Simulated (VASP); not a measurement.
GdO:

```xyz
2
Lattice="0.0000 2.7000 2.7000 2.7000 0.0000 2.7000 2.7000 2.7000 0.0000" Properties=species:S:1:pos:R:3 pbc="T T T"
Gd    0.0000    0.0000    0.0000
O     1.3500    1.3500    1.3500
```

Base run:

| Quantity | Value |
| --- | --- |
| Program | VASP 6.6.1 |
| Functional | PBE |
| Potentials or basis | VASP PAW PBE potentials, release 64 (Gd, O) |
| Cutoff | 520 eV |
| k mesh | 6 × 6 × 6 |
| Occupations | gaussian, width 0.05 eV |
| Spin | collinear spin, ferromagnetic start |
| Starting moments | [7.0, 0.0] μB |

Its results: pressure -0.5 GPa; net moment 7.52 μB per cell; site moments Gd +6.86; O -0.02 μB.

The run is repeated on the same cell with these changes: k mesh from 6 × 6 × 6 to 5 × 5 × 5; hubbard terms from none to Gd f U = 6.0 eV. What comes out?

Pressure -0.2 GPa; net moment 7.96 μB per cell; site moments Gd +7.07; O +0.01 μB.

Several settings changed at once.

Caveats: some runs use coarse meshes; a cell with one magnetic atom can't hold antiferromagnetic order, which such compounds often take.
